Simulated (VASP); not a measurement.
# Ti3Ag (P4/mmm) in VASP: single point with LDA

Aim: the single point of Ti3Ag with LDA.

All numbers are computed with VASP 6.6.1; they aren't measurements. Logs are shortened: lines on timing, memory, paths and dates and some standing lists are left out, and cuts for length are marked.

### Step 1. The cell of the first run

Symmetry: P4/mmm, No. 123, tetragonal system. The conventional cell has a = 4.242 Å, b = 4.242 Å, c = 4.002 Å, α = 90.00°, β = 90.00°, γ = 90.00°. Within 3.8 Å of Ti (site symmetry mmm) lie 8 Ti at 2.92 to 3.00 Å and 4 Ag at 2.92 Å. Within 3.8 Å of Ti (site symmetry 4/mmm) lie 8 Ti at 2.92 Å and 4 Ag at 3.00 Å. Within 3.8 Å of Ag (site symmetry 4/mmm) lie 12 Ti at 2.92 to 3.00 Å.

### Step 2. Single point, LDA (volume scaled by 1.04)

INCAR

```
PREC = Accurate
ENCUT = 520
EDIFF = 1E-7
ISMEAR = -1
SIGMA = 0.08
LREAL = F
LASPH = T
NELM = 60
ALGO = Normal
ISIF = 2
LWAVE = F
LCHARG = T
GGA = CA
LELF = T
LVHAR = T
NBANDS = 32
```

KPOINTS

```
Automatic mesh
0
Gamma
  9 9 9
```

POSCAR

```
Ti3Ag
1.0
    4.2420984238      0.0000000000      0.0000000000
    0.0000000000      4.2420984238      0.0000000000
    0.0000000000      0.0000000000      4.0019796451
Ti Ag
3 1
Direct
    0.0000000000      0.5000000000      0.5000000000
    0.5000000000      0.0000000000      0.5000000000
    0.5000000000      0.5000000000      0.0000000000
    0.0000000000      0.0000000000      0.0000000000
```

Potentials or basis: VASP PAW LDA potentials, release 64 (Ti_sv, Ag).

Command:

```
cat potpaw_LDA.64/Ti_sv/POTCAR potpaw_LDA.64/Ag/POTCAR > POTCAR
mpirun -np 1 vasp_std > vasp.out
```

OUTCAR:

```text
PREC = Accurate
   ENCUT = 520
   EDIFF = 1E-7
   ISMEAR = -1
   LREAL = F
   LASPH = T
   NELM = 60
   ISIF = 2
   GGA = CA

 ion  position               nearest neighbor table
   1  0.000  0.500  0.500-   3 2.92   4 2.92   3 2.92   4 2.92   4 2.92   4 2.92   3 2.92   3 2.92

   2  0.500  0.000  0.500-   3 2.92   4 2.92   3 2.92   4 2.92   3 2.92   3 2.92   4 2.92   4 2.92

   3  0.500  0.500  0.000-   1 2.92   2 2.92   1 2.92   2 2.92   2 2.92   2 2.92   1 2.92   1 2.92
                             4 3.00   4 3.00   4 3.00   4 3.00
   4  0.000  0.000  0.000-   1 2.92   2 2.92   1 2.92   2 2.92   1 2.92   1 2.92   2 2.92   2 2.92
                             3 3.00   3 3.00   3 3.00   3 3.00

  LATTYP: Found a simple tetragonal cell.
 ALAT       =     4.2420984238
 C/A-ratio  =     0.9433962264

  Lattice vectors:

 A1 = (   4.2420984238,   0.0000000000,   0.0000000000)
 A2 = (   0.0000000000,   4.2420984238,   0.0000000000)
 A3 = (   0.0000000000,   0.0000000000,   4.0019796451)

Analysis of symmetry for initial positions (statically):
=====================================================================
 Subroutine PRICEL returns:
 Original cell was already a primitive cell.

 Routine SETGRP: Setting up the symmetry group for a
 simple tetragonal supercell.

 Subroutine GETGRP returns: Found 16 space group operations
 (whereof 16 operations were pure point group operations)
 out of a pool of 16 trial point group operations.

The static configuration has the point symmetry D_4h.

Analysis of symmetry for dynamics (positions and initial velocities):
=====================================================================
 Subroutine PRICEL returns:
 Original cell was already a primitive cell.

 Routine SETGRP: Setting up the symmetry group for a
 simple tetragonal supercell.

 Subroutine GETGRP returns: Found 16 space group operations
 (whereof 16 operations were pure point group operations)
 out of a pool of 16 trial point group operations.

The dynamic configuration has the point symmetry D_4h.

 Subroutine INISYM returns: Found 16 space group operations
 (whereof 16 operations are pure point group operations),
 and found     1 'primitive' translations

----------------------------------------------------------------------------------------

                                     Primitive cell

[... 92 lines left out ...]
   ENCUT  =  520.0 eV  38.22 Ry    6.18 a.u.   7.89  7.89  7.44*2*pi/ulx,y,z
   NELM   =     60;   NELMIN=  2; NELMDL= -5     # of ELM steps
   EDIFF  = 0.1E-06   stopping-criterion for ELM
   LREAL  =      F    real-space projection
   EDIFFG = 0.1E-05   stopping-criterion for IOM
   NSW    =      0    number of steps for IOM
   IBRION =     -1    ionic relax: 0-MD 1-quasi-New 2-CG
   NFREE  =      0    steps in history (QN), initial steepest desc. (CG)
   ISIF   =      2    stress and relaxation
   ISYM   =      2    0-nonsym 1-usesym 2-fastsym
   POTIM  = 0.5000    time-step for ionic-motion
   TEBEG  =    0.0;   TEEND  =   0.0 temperature during run
   PSTRESS=    0.0 pullay stress
   NELECT =      47.0000    total number of electrons
   NUPDOWN=      -1.0000    fix difference up-down
   EMIN   =  10.00;   EMAX   =-10.00  energy-range for DOS
   EFERMI =   0.00;   METHOD = LEGACY
   ISMEAR =    -1;   SIGMA  =   0.08  broadening in eV -4-tet -1-fermi 0-gaus
   EFERMI_NEDOS =   21; number of points for ismear=-14 and -15
   IALGO  =     38    algorithm
   IMIX   =      4    mixing-type and parameters
     AMIX     =   0.40;   BMIX     =  1.00
     AMIX_MAG =   1.60;   BMIX_MAG =  1.00
  volume/ion in A,a.u.               =      18.00       121.50
  Fermi-wavevector in a.u.,A,eV,Ry     =   1.420023  2.683454 27.435670  2.016465
  Thomas-Fermi vector in A             =   2.540982
   LORBIT       =      0    0 simple, 1 ext, 2 COOP (PROOUT), +10 PAW based schemes
   GGA     = CA    functional components
   LHFCALC =     F    Hartree Fock is set to
   AEXX    =    0.0000 exact exchange contribution
   IVDW    =     0    specifies the selected vdW correction
   LEPSILON=     F    determine dielectric tensor
   LRPA    =     F    only Hartree local field effects (RPA)
 non-spin polarized calculation
  energy-cutoff  :      520.00
  volume of cell :       72.02
 maximum number of plane-waves:      1968
 NGX is ok and might be reduce to    32
   NGX = 15   NGY = 15   NGZ = 15

 number of electron      46.9999988 magnetization

 Free energy of the ion-electron system (eV)
  ---------------------------------------------------
  ext. energy  EPLUGINS =         0.00000000
  ---------------------------------------------------
  free energy    TOTEN  =       -28.89782964 eV

  energy without entropy =      -28.73458232  energy(sigma->0) =      -28.81620598

 E-fermi :   7.6399     XC(G=0): -11.7811

 val. band max:        7.6369612943   @ k =   0.3333   0.2222   0.0000
 cond. band min:       7.6405487512   @ k =   0.3333   0.2222   0.0000
 fundamental gap:      0.0035874569
 Fermi energy:         7.6399238334

 k-point     1 :       0.0000    0.0000    0.0000
  band No.  band energies     occupation
      1     -48.5143      2.00000
      2     -48.4342      2.00000
      3     -48.3403      2.00000
      4     -25.2811      2.00000
      5     -25.2811      2.00000
      6     -25.2626      2.00000
[... 829 lines left out ...]
     31       9.7555      0.00000
     32       9.9047      0.00000

 [... further k-points ...]

------------------------ aborting loop because EDIFF is reached ----------------------------------------

  FORCE on cell =-STRESS in cart. coord.  units (eV):
  Direction    XX          YY          ZZ          XY          YZ          ZX
  --------------------------------------------------------------------------------------
  -------------------------------------------------------------------------------------
  Total       -6.1901223     -6.1901223     -5.2611438      0.0000000     -0.0000000      0.0000000
  in kB     -137.7125289   -137.7125289   -117.0454139      0.0000000     -0.0000000      0.0000000
  external PRESSURE =    -130.8234906 kB  Pullay stress =       0.0000000 kB

 VOLUME and BASIS-vectors are now :
 -----------------------------------------------------------------------------
  energy-cutoff  :      520.00
  volume of cell :       72.02
      direct lattice vectors                 reciprocal lattice vectors
     4.242098424  0.000000000  0.000000000     0.235732390  0.000000000  0.000000000
     0.000000000  4.242098424  0.000000000     0.000000000  0.235732390  0.000000000
     0.000000000  0.000000000  4.001979645     0.000000000  0.000000000  0.249876333

 POSITION                                       TOTAL-FORCE (eV/Angst)
 -----------------------------------------------------------------------------------
      0.00000      2.12105      2.00099         0.000000      0.000000      0.000000
      2.12105      0.00000      2.00099         0.000000      0.000000      0.000000
      2.12105      2.12105      0.00000         0.000000      0.000000      0.000000
      0.00000      0.00000      0.00000         0.000000      0.000000      0.000000
 -----------------------------------------------------------------------------------
    total drift:                                0.000000     -0.000000     -0.000000

  FREE ENERGIE OF THE ION-ELECTRON SYSTEM (eV)
  ---------------------------------------------------
  free  energy   TOTEN  =       -28.8978296364 eV

  energy  without entropy=      -28.7345823213  energy(sigma->0) =      -28.81620598
```

stdout:

```text
POSCAR found type information on POSCAR TiAg
 POSCAR found :  2 types and       4 ions
 scaLAPACK will be used
 LDA part: xc-table for (Slater(with rela. corr.)+CA(PZ))
 , standard interpolation
 POSCAR, INCAR and KPOINTS ok, starting setup
 FFT: planning ... GRIDC
 FFT: planning ... GRID_SOFT
 FFT: planning ... GRID
 WAVECAR not read
 entering main loop
```

Run time: 1.9 min. Hardware: 1 thread of Intel Xeon 6975P-C, shared host; peak memory 0.26 GiB.

What came out:

| Property | Result |
| --- | --- |
| Free energy | -28.8978 eV |
| Pressure | -13.1 GPa |
